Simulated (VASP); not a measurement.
Crystal: CsRh3.

```
Cs Rh
1.0
     4.34543    0.00000    0.00000
     0.00000    4.34543    0.00000
     0.00000    0.00000    4.34543
Cs Rh
1 3
Direct
  0.00000 0.00000 0.00000
  0.00000 0.50000 0.50000
  0.50000 0.00000 0.50000
  0.50000 0.50000 0.00000
```

| Property | Result |
| --- | --- |
| Program | VASP 6.6.1 |
| Task | relaxation of cell and atoms |
| Functional | PBE |
| Potentials or basis | VASP PAW PBE potentials, release 64 (Cs_sv, Rh_pv) |
| Cutoff | 600 eV |
| k mesh | 4 × 4 × 4 |
| Occupations | gaussian, width 0.1 eV |
| Spin | no spin polarisation |

At the start: pressure -7.5 GPa; volume 20.51 Å³/atom.

Task: Where does the relaxation end?

Result: Over 3 steps the energy falls by 53.4 meV/atom and the volume is 18.48 Å³/atom (-9.9 %); space group Pm-3m (No. 221, to 0.1 Å) before and after.

The path:
| step | energy change (eV) | largest force (eV/Å) | pressure (GPa) | volume (Å³) |
| --- | --- | --- | --- | --- |
| 1 | 0.0000 | 0.0000 | -7.53 | 82.05 |
| 2 | -0.1792 | 0.0000 | 4.13 | 71.13 |
| 3 | -0.2137 | 0.0000 | -0.01 | 73.93 |

Final structure:
```yaml
crystal:
  lattice:
    - [4.19708, 0.00000, 0.00000]
    - [0.00000, 4.19708, 0.00000]
    - [0.00000, 0.00000, 4.19708]
  atoms:
    - { symbol: Cs, position: [0.00000, 0.00000, 0.00000] }
    - { symbol: Rh, position: [0.00000, 0.50000, 0.50000] }
    - { symbol: Rh, position: [0.50000, 0.00000, 0.50000] }
    - { symbol: Rh, position: [0.50000, 0.50000, 0.00000] }
```

Caveat: the k points lie up to 0.37 Å⁻¹ apart in the final cell, too coarse for converged energies and pressures of a metal.
